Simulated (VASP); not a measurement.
Input of a VASP 6.6.1 run:

The input INCAR:

```
SYSTEM = Na
ALGO = Normal ; EDIFF = 1E-6
ENCUT = 520 ; GGA = PE
ISIF = 2 ; ISMEAR = -1
LASPH = .TRUE. ; LCHARG = .FALSE.
LREAL = .FALSE. ; LWAVE = .FALSE.
NBANDS = 10 ; NELM = 80
PREC = Accurate ; SIGMA = 0.1
```

Contents of KPOINTS:

```
k-points
0
G
  9 9 9
  0 0 0
```

File POSCAR:

```
Na
1.0
    3.4144329972      0.0000000000      0.0000000000
    0.0000000000      3.4144329972      0.0000000000
    0.0000000000      0.0000000000      3.4144329972
Na
1
Direct
    0.0000000000      0.0000000000      0.0000000000
```

Potentials or basis: VASP PAW PBE potentials, release 64 (Na_pv).

Run with:

```bash
$ cat potpaw_PBE.64/Na_pv/POTCAR > POTCAR
$ mpirun -np 1 vasp_std > vasp.out
```

Task: Predict the pressure.

Result: 0.0 GPa.
